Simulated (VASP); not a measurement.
Wanted: the native input for a VASP 6.6.1 run.

* Task: single point
* Functional: PBE
* Potentials or basis: VASP PAW PBE potentials, release 64 (Pb_d, O)
* Cutoff: 520 eV
* k mesh: 8 × 8 × 10
* Occupations: gaussian, width 0.1 eV
* Spin: no spin polarisation
* Dipole correction: no
* Further INCAR settings: ALGO = Normal; EDIFF = 1e-06; NBANDS = 35

The structure of PbO2 lies in POSCAR:

```
PbO2
1.0
    5.1517704459      0.0000000000      0.0000000000
    0.0000000000      5.1517704459      0.0000000000
    0.0000000000      0.0000000000      3.4507126725
Pb O
2 4
Direct
    0.0000000000      0.0000000000      0.0000000000
    0.5000000000      0.5000000000      0.5000000000
    0.3087857110      0.3087857110      0.0000000000
    0.1912142890      0.8087857110      0.5000000000
    0.6912142890      0.6912142890      0.0000000000
    0.8087857110      0.1912142890      0.5000000000
```

These files were run (other wordings do the same):

INCAR

```
SYSTEM = PbO2
PREC = Accurate ; ENCUT = 520
EDIFF = 1E-6 ; ISMEAR = 0
SIGMA = 0.1 ; LREAL = .FALSE.
LASPH = .TRUE. ; NELM = 80
ALGO = Normal ; ISIF = 2
LWAVE = .FALSE. ; LCHARG = .FALSE.
GGA = PE ; NBANDS = 35
```

KPOINTS

```
regular mesh
0
G
  8 8 10
  0 0 0
```

Potentials or basis: VASP PAW PBE potentials, release 64 (Pb_d, O).

Launch:

```console
$ cat potpaw_PBE.64/Pb_d/POTCAR potpaw_PBE.64/O/POTCAR > POTCAR
$ mpirun -np 1 vasp_std > vasp.out
```

Results of the run:

The pressure is -2.7 GPa and the largest force is 0.012 eV/Å.

Run time: 98 s on 1 thread of Intel(R) Xeon(R) 6975P-C (Granite Rapids) (shared host), peak memory 0.35 GiB.
